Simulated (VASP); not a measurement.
# ScGa3: electric field gradients with LDA

Crystal: ScGa3.

```
Sc Ga
1.0
     4.12212    0.00000    0.00000
     0.00000    4.12212    0.00000
     0.00000    0.00000    4.12212
Sc Ga
1 3
Direct
  0.00000 0.00000 0.00000
  0.00000 0.50000 0.50000
  0.50000 0.00000 0.50000
  0.50000 0.50000 0.00000
```

- Program: VASP 6.6.1
- Task: electric field gradients
- Functional: LDA
- Potentials or basis: VASP PAW LDA potentials, release 64 (Sc_sv, Ga_d)
- Cutoff: 520 eV
- k mesh: 9 × 9 × 9
- Occupations: fermi-dirac, width 0.05 eV
- Spin: no spin polarisation
- Dipole correction: no
- Further INCAR settings: ALGO = Normal; EDIFF = 1e-08; NBANDS = 33

```json
{
 "Pressure": "-6.5 GPa",
 "Band gap on the k mesh": "zero (bands 25 and 26 overlap by 3.11 eV)",
 "Largest electric field gradient by atom": "Sc +0.0; Ga +62.1 V/Å²"
}
```

Levels at points of the mesh, in eV from the Fermi level:
```csv
k point,band 23,band 24,band 25,band 26,band 27,band 28
"(0.00, 0.00, 0.00)",-1.87,-1.87,-1.87,1.67,1.67,1.67
```

Electric field gradients, principal values (V/Å²):
```csv
atom,least,middle,greatest (by size)
1 Sc,0.000,0.000,0.000
2 Ga,-31.064,-31.064,62.128
3 Ga,-31.064,-31.064,62.128
4 Ga,-31.064,-31.064,62.128
```

It took 43 s on 1 thread of Intel(R) Xeon(R) Platinum 8488C (Sapphire Rapids), with other jobs on the host, peak memory 0.19 GiB.

Caveat: the cell stands under tension; without QUAD_EFG the Cq values of the log hold for a quadrupole moment of 1 mb, not for the nuclei.
